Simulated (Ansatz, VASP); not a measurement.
## One calculation of Al, two programs

The input INCAR:

```
SYSTEM = Al
PREC = Accurate ; ENCUT = 520
EDIFF = 1E-7 ; ISMEAR = 0
SIGMA = 0.15 ; LREAL = .False.
LASPH = .True. ; NELM = 60
ALGO = Normal ; ISIF = 2
LWAVE = .False. ; LCHARG = .False.
GGA = CA ; NBANDS = 8
```

The input KPOINTS:

```
Automatic mesh
0
Gamma
  22 22 22
  0 0 0
```

The input POSCAR:

```
Al
1.0
   -1.3692447124      1.3692447124      1.9895125672
    1.3692447124     -1.3692447124      1.9895125672
    1.3692447124      1.3692447124     -1.9895125672
Al
1
Direct
    0.0000000000      0.0000000000      0.0000000000
```

Input for Ansatz:

```yaml
crystal:
  lattice:
    - [-1.3692447124, 1.3692447124, 1.9895125672]
    - [1.3692447124, -1.3692447124, 1.9895125672]
    - [1.3692447124, 1.3692447124, -1.9895125672]
  atoms:
    - { symbol: Al, position: [0.0, 0.0, 0.0] }
basis:
  ecutwfc: 420
kpoints:
  mp_grid: { grid: [22, 22, 22] }
hamiltonian:
  xc: lda
scf:
  occupations: { method: gaussian, width: 0.15 }
output:
  forces: true
  stress: true
  eigenvalues: true
```

Alike in both runs: task single point; functional LDA; k mesh 22 × 22 × 22; occupations gaussian, width 0.15 eV; no spin polarisation.

|  | VASP | Ansatz |
| --- | --- | --- |
| version | VASP 6.6.1 | Ansatz 0.2.0 |
| potentials or method | VASP PAW LDA potentials, release 64 (Al), cutoff 520 eV | scalar-relativistic, plane waves, PAW |
| valence electrons in the cell | 3 | 3 |

Ansatz gave:

| Quantity | Value |
| --- | --- |
| gap on the k mesh at the Fermi level (eV) | none |
| pressure (GPa) | 5.6 |
| traceless stress, the component that is largest in VASP (GPa) | -1.78 |

Task: Which values does VASP return?

Result: gap on the k mesh at the Fermi level (eV): none; pressure (GPa): 5.7; traceless stress, the component that is largest in VASP (GPa): -1.79.

LDA's correlation is that of Perdew and Zunger in VASP and of Perdew and Wang (1992) in Ansatz. A gap of «none» marks a metal or a gap that the smearing closes.
